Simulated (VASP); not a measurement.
# V in VASP: further runs

Runs on V. Level: PBE. Tasks: single point.

All numbers are computed with VASP 6.6.1; they aren't measurements. Logs are shortened: lines on timing, memory, paths and dates and some standing lists are left out, and cuts for length are marked.

## (1) The cell of the first run

The cell holds a slab with vacuum, 6 atoms: a = 2.595 Å, b = 2.595 Å, c = 25.596 Å, α = 90.00°, β = 90.00°, γ = 109.47°.

## (2) Single point, PBE

INCAR

```
SYSTEM = V
PREC = Accurate
ENCUT = 520
EDIFF = 1E-7
ISMEAR = 0
SIGMA = 0.1
LREAL = .False.
LASPH = .True.
NELM = 80
ALGO = Fast
ISIF = 2
LWAVE = .False.
LCHARG = .False.
LDIPOL = .True.
IDIPOL = 3
DIPOL = 0.5 0.5 0.500
GGA = PE
NBANDS = 48
```

KPOINTS

```
Automatic mesh
0
Gamma
  14 14 1
  0 0 0
```

POSCAR

```
V
1.0
    2.5954952606      0.0000000000      0.0000000000
   -0.8651650869      2.4470563990      0.0000000000
    0.0000000000      0.0000000000     25.5960650303
V
6
Direct
    0.5000000000      0.5000000000      0.2930137891
    0.0000000000      0.0000000000      0.3758082734
    0.5000000000      0.5000000000      0.4586027578
    0.0000000000      0.0000000000      0.5413972422
    0.5000000000      0.5000000000      0.6241917266
    0.0000000000      0.0000000000      0.7069862109
```

Potentials or basis: VASP PAW PBE potentials, release 64 (V_sv).

Run with:

```bash
$ cat potpaw_PBE.64/V_sv/POTCAR > POTCAR
$ mpirun -np 1 vasp_std > vasp.out
```

OUTCAR:

```text
SYSTEM = V
   PREC = Accurate
   ENCUT = 520
   EDIFF = 1E-7
   ISMEAR = 0
   LREAL = .False.
   LASPH = .True.
   NELM = 80
   ISIF = 2
   GGA = PE

 ion  position               nearest neighbor table
   1  0.500  0.500  0.293-   2 2.60   2 2.60
   2  0.000  0.000  0.376-   1 2.60   1 2.60   3 2.60   3 2.60
   3  0.500  0.500  0.459-   4 2.60   4 2.60   2 2.60   2 2.60
   4  0.000  0.000  0.541-   3 2.60   3 2.60   5 2.60   5 2.60
   5  0.500  0.500  0.624-   6 2.60   6 2.60   4 2.60   4 2.60
   6  0.000  0.000  0.707-   5 2.60   5 2.60

  LATTYP: Found a base centered orthorhombic cell.
 ALAT       =     2.9970197747
 B/A-ratio  =     1.4142135624
 C/A-ratio  =     8.5405058874

  Lattice vectors:

 A1 = (   2.5954952606,   0.0000000000,   0.0000000000)
 A2 = (  -0.8651650869,   2.4470563990,   0.0000000000)
 A3 = (   0.0000000000,   0.0000000000,  25.5960650303)

Analysis of symmetry for initial positions (statically):
=====================================================================
 Subroutine PRICEL returns:
 Original cell was already a primitive cell.

 Routine SETGRP: Setting up the symmetry group for a
 base centered orthorhombic supercell.

 Subroutine GETGRP returns: Found  8 space group operations
 (whereof  4 operations were pure point group operations)
 out of a pool of  8 trial point group operations.

The static configuration has the point symmetry C_2v.
 The point group associated with its full space group is D_2h.

Analysis of symmetry for dynamics (positions and initial velocities):
=====================================================================
 Subroutine PRICEL returns:
 Original cell was already a primitive cell.

 Routine SETGRP: Setting up the symmetry group for a
 base centered orthorhombic supercell.

 Subroutine GETGRP returns: Found  8 space group operations
 (whereof  4 operations were pure point group operations)
 out of a pool of  8 trial point group operations.

The dynamic configuration has the point symmetry C_2v.
 The point group associated with its full space group is D_2h.

 Subroutine INISYM returns: Found  8 space group operations
 (whereof  4 operations are pure point group operations),
 and found     1 'primitive' translations

----------------------------------------------------------------------------------------

                                     Primitive cell

  volume of cell :     162.5689

  direct lattice vectors                    reciprocal lattice vectors
     2.595495261  0.000000000  0.000000000     0.385282923  0.136218084  0.000000000
    -0.865165087  2.447056399  0.000000000     0.000000000  0.408654251  0.000000000
     0.000000000  0.000000000 25.596065030     0.000000000  0.000000000  0.039068505

  length of vectors
     2.595495261  2.595495261 25.596065030     0.408654251  0.408654251  0.039068505

  position of ions in fractional coordinates (direct lattice)
     0.500000000  0.500000000  0.293013789
     0.000000000  0.000000000  0.375808273
     0.500000000  0.500000000  0.458602758
     0.000000000  0.000000000  0.541397242
     0.500000000  0.500000000  0.624191727
     0.000000000  0.000000000  0.706986211

  ion indices of the primitive-cell ions
   primitive index   ion index
                 1           1
                 2           2
                 3           3
                 4           4
                 5           5
                 6           6

----------------------------------------------------------------------------------------

 KPOINTS: Automatic mesh

Automatic generation of k-mesh.
 Grid dimensions read from file:
 generate k-points for:   14   14    1

 Generating k-lattice:

  Cartesian coordinates                     Fractional coordinates (reciprocal lattice)
     0.027520209  0.009729863  0.000000000     0.071428571  0.000000000  0.000000000
     0.000000000  0.029189589  0.000000000     0.000000000  0.071428571  0.000000000
     0.000000000  0.000000000  0.039068505     0.000000000  0.000000000  1.000000000

  Length of vectors
     0.029189589  0.029189589  0.039068505

  Shift w.r.t. Gamma in fractional coordinates (k-lattice)
     0.000000000  0.000000000  0.000000000

 Subroutine IBZKPT returns following result:
 ===========================================

 Found     57 irreducible k-points:

 Following reciprocal coordinates:
            Coordinates               Weight
  0.000000  0.000000  0.000000      1.000000
  0.071429  0.000000  0.000000      4.000000
  0.142857  0.000000  0.000000      4.000000
  0.214286 -0.000000  0.000000      4.000000
  0.285714  0.000000  0.000000      4.000000
  0.357143 -0.000000  0.000000      4.000000
[... 16 lines left out ...]
  0.214286  0.142857  0.000000      4.000000
  0.285714  0.142857  0.000000      4.000000
 [... further k-points ...]
   k-points           NKPTS =     57   k-points in BZ     NKDIM =     57   number of bands    NBANDS=     48
   number of dos      NEDOS =    301   number of ions     NIONS =      6
   total plane-waves  NPLWV =  76800
   dimension x,y,z NGX =    20 NGY =   20 NGZ =  192
   dimension x,y,z NGXF=    40 NGYF=   40 NGZF=  384
   ions per type =               6
   NGX,Y,Z   is equivalent  to a cutoff of  12.81, 12.81, 12.47 a.u.
   NGXF,Y,Z  is equivalent  to a cutoff of  25.62, 25.62, 24.94 a.u.
 SYSTEM =  V
   PREC   = accura    normal or accurate (medium, high low for compatibility)
   ISTART =      0    job   : 0-new  1-cont  2-samecut
   ICHARG =      2    charge: 1-file 2-atom 10-const
   ISPIN  =      1    spin polarized calculation?
   LNONCOLLINEAR =      F non collinear calculations
   LSORBIT =      F    spin-orbit coupling
   LASPH  =      T    aspherical Exc in radial PAW
   ENCUT  =  520.0 eV  38.22 Ry    6.18 a.u.   4.83  4.83 47.59*2*pi/ulx,y,z
   NELM   =     80;   NELMIN=  2; NELMDL= -5     # of ELM steps
   EDIFF  = 0.1E-06   stopping-criterion for ELM
   LREAL  =      F    real-space projection
   EDIFFG = 0.1E-05   stopping-criterion for IOM
   NSW    =      0    number of steps for IOM
   IBRION =     -1    ionic relax: 0-MD 1-quasi-New 2-CG
   NFREE  =      0    steps in history (QN), initial steepest desc. (CG)
   ISIF   =      2    stress and relaxation
   ISYM   =      2    0-nonsym 1-usesym 2-fastsym
   POTIM  = 0.5000    time-step for ionic-motion
   TEBEG  =    0.0;   TEEND  =   0.0 temperature during run
   PSTRESS=    0.0 pullay stress
   NELECT =      78.0000    total number of electrons
   NUPDOWN=      -1.0000    fix difference up-down
   EMIN   =  10.00;   EMAX   =-10.00  energy-range for DOS
   EFERMI =   0.00;   METHOD = LEGACY
   ISMEAR =     0;   SIGMA  =   0.10  broadening in eV -4-tet -1-fermi 0-gaus
   EFERMI_NEDOS =   21; number of points for ismear=-14 and -15
   IALGO  =     68    algorithm
   IMIX   =      4    mixing-type and parameters
     AMIX     =   0.40;   BMIX     =  1.00
     AMIX_MAG =   1.60;   BMIX_MAG =  1.00
  volume/ion in A,a.u.               =      27.09       182.84
  Fermi-wavevector in a.u.,A,eV,Ry     =   1.281624  2.421918 22.348379  1.642560
  Thomas-Fermi vector in A             =   2.413983
   LORBIT       =      0    0 simple, 1 ext, 2 COOP (PROOUT), +10 PAW based schemes
   GGA     = PE    functional components
   LHFCALC =     F    Hartree Fock is set to
   AEXX    =    0.0000 exact exchange contribution
   IVDW    =     0    specifies the selected vdW correction
   LEPSILON=     F    determine dielectric tensor
   LRPA    =     F    only Hartree local field effects (RPA)
 non-spin polarized calculation
 RMM-DIIS sequential band-by-band and
 Gauss-broadening in eV      SIGMA  =   0.10
  energy-cutoff  :      520.00
  volume of cell :      162.57
 maximum number of plane-waves:      4442
   NGX =  9   NGY =  9   NGZ = 95

 dipolmoment           0.000000      0.000000      0.000000 electrons x Angstroem

 number of electron      78.0000034 magnetization

 dipolmoment           0.000000      0.000000     -0.000000 electrons x Angstroem

 Free energy of the ion-electron system (eV)
  ---------------------------------------------------
  ext. energy  EPLUGINS =         0.00000000
  ---------------------------------------------------
  free energy    TOTEN  =       -52.02193961 eV

  energy without entropy =      -51.96774557  energy(sigma->0) =      -51.99484259

 E-fermi :   2.5773     XC(G=0):  -7.2694

 val. band max:        2.5771218804   @ k =  -0.2143   0.1429   0.0000
 cond. band min:       2.5774808652   @ k =  -0.4286   0.2143   0.0000
 fundamental gap:      0.0003589848
 Fermi energy:         2.5773084302

 k-point     1 :       0.0000    0.0000    0.0000
  band No.  band energies     occupation
      1     -61.2804      2.00000
      2     -61.2800      2.00000
      3     -61.1438      2.00000
      4     -61.1179      2.00000
      5     -61.0494      2.00000
      6     -60.9766      2.00000
[... 40 lines left out ...]
     47       4.8317      0.00000
     48       5.6163      0.00000

 k-point     2 :       0.0714    0.0000    0.0000
  band No.  band energies     occupation
      1     -61.2748      2.00000
      2     -61.2745      2.00000
      3     -61.1377      2.00000
      4     -61.1131      2.00000
      5     -61.0453      2.00000
      6     -60.9737      2.00000
[... 40 lines left out ...]
     47       4.5381      0.00000
     48       4.7936      0.00000

 k-point     3 :       0.1429    0.0000    0.0000
  band No.  band energies     occupation
      1     -61.2591      2.00000
      2     -61.2589      2.00000
      3     -61.1205      2.00000
      4     -61.0994      2.00000
      5     -61.0338      2.00000
      6     -60.9657      2.00000
[... 1060 lines left out ...]
     47       5.0550      0.00000
     48       5.2702      0.00000

 k-point    24 :       0.2857    0.1429    0.0000
  band No.  band energies     occupation
      1     -61.1853      2.00000
      2     -61.1853      2.00000
      3     -61.0361      2.00000
      4     -61.0343      2.00000
      5     -60.9755      2.00000
      6     -60.9442      2.00000
[... 40 lines left out ...]
     47       4.5750      0.00000
     48       5.2470      0.00000

 [... further k-points ...]

------------------------ aborting loop because EDIFF is reached ----------------------------------------

 vacuum level on the upper side and lower side of the slab       (xc-potential included)        -0.139        -0.139

  FORCE on cell =-STRESS in cart. coord.  units (eV):
  Direction    XX          YY          ZZ          XY          YZ          ZX
  --------------------------------------------------------------------------------------
  -------------------------------------------------------------------------------------
  Total       -3.0704881     -2.6662804     -2.1842116      0.5716360      0.0000000      0.0000000
  in kB      -30.2608116    -26.2771935    -21.5262243      5.6336868      0.0000000      0.0000000
  external PRESSURE =     -26.0214098 kB  Pullay stress =       0.0000000 kB

 VOLUME and BASIS-vectors are now :
 -----------------------------------------------------------------------------
  energy-cutoff  :      520.00
  volume of cell :      162.57
      direct lattice vectors                 reciprocal lattice vectors
     2.595495261  0.000000000  0.000000000     0.385282923  0.136218084  0.000000000
    -0.865165087  2.447056399  0.000000000     0.000000000  0.408654251  0.000000000
     0.000000000  0.000000000 25.596065030     0.000000000  0.000000000  0.039068505

 POSITION                                       TOTAL-FORCE (eV/Angst)
 -----------------------------------------------------------------------------------
      0.86517      1.22353      7.50000        -0.000000      0.000000      0.416734
      0.00000      0.00000      9.61921        -0.000000      0.000000     -0.331583
      0.86517      1.22353     11.73843         0.000000      0.000000     -0.067872
      0.00000      0.00000     13.85764         0.000000      0.000000      0.067872
      0.86517      1.22353     15.97685         0.000000      0.000000      0.331583
      0.00000      0.00000     18.09607         0.000000      0.000000     -0.416734
 -----------------------------------------------------------------------------------
    total drift:                               -0.000000     -0.000000      0.000000

  FREE ENERGIE OF THE ION-ELECTRON SYSTEM (eV)
  ---------------------------------------------------
  free  energy   TOTEN  =       -52.0219396132 eV

  energy  without entropy=      -51.9677455745  energy(sigma->0) =      -51.99484259

 vacuum level on the upper side and lower side of the slab         7.283         7.283
```

Wall time 9.2 min (1 thread of Intel Xeon 6975P-C (Granite Rapids), shared host); peak memory 0.45 GiB.

Results:

```
Free energy            : -52.0219 eV
Largest force          : 0.417 eV/Å
Band gap on the k mesh : zero (bands 39 and 40 overlap by 1.70 eV)
```

Forces in eV/Å, atoms in the order of the input:
```
V    0.000  0.000  0.417
V    0.000  0.000 -0.332
V    0.000  0.000 -0.068
V    0.000  0.000  0.068
V    0.000  0.000  0.332
V    0.000  0.000 -0.417
```

(Part 1 of 2 ends here.)
